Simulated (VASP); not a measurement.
The system is SnSe.

```
Sn Se
1.0
    11.64398    0.00000    0.00000
     0.00000    4.27218    0.00000
     0.00000    0.00000    4.54747
Sn Se
4 4
Direct
  0.87700 0.75000 0.90900
  0.62300 0.25000 0.40900
  0.37700 0.75000 0.59100
  0.12300 0.25000 0.09100
  0.64300 0.75000 0.98400
  0.85700 0.25000 0.48400
  0.14300 0.75000 0.51600
  0.35700 0.25000 0.01600
```

Program: VASP 6.6.1. Alike in all runs: task single point; potentials or basis VASP PAW PBE potentials, release 64 (Sn_d, Se); no spin polarisation; cell as given; k mesh 3 × 6 × 6; cutoff (eV) 520; smearing fermi-dirac 0.05 eV.

Q: Order these runs on this cell by their pressure, lowest first.
A. level BLYP
B. level PBEsol
C. level RPBE

A: B (-3.2 GPa), C (1.0 GPa), A (3.2 GPa).

Caveats: the PAW data sets were made with another functional, which shifts forces and pressure a little; the cell stands under tension (at least some runs); the cell stands under pressure (at least some runs).
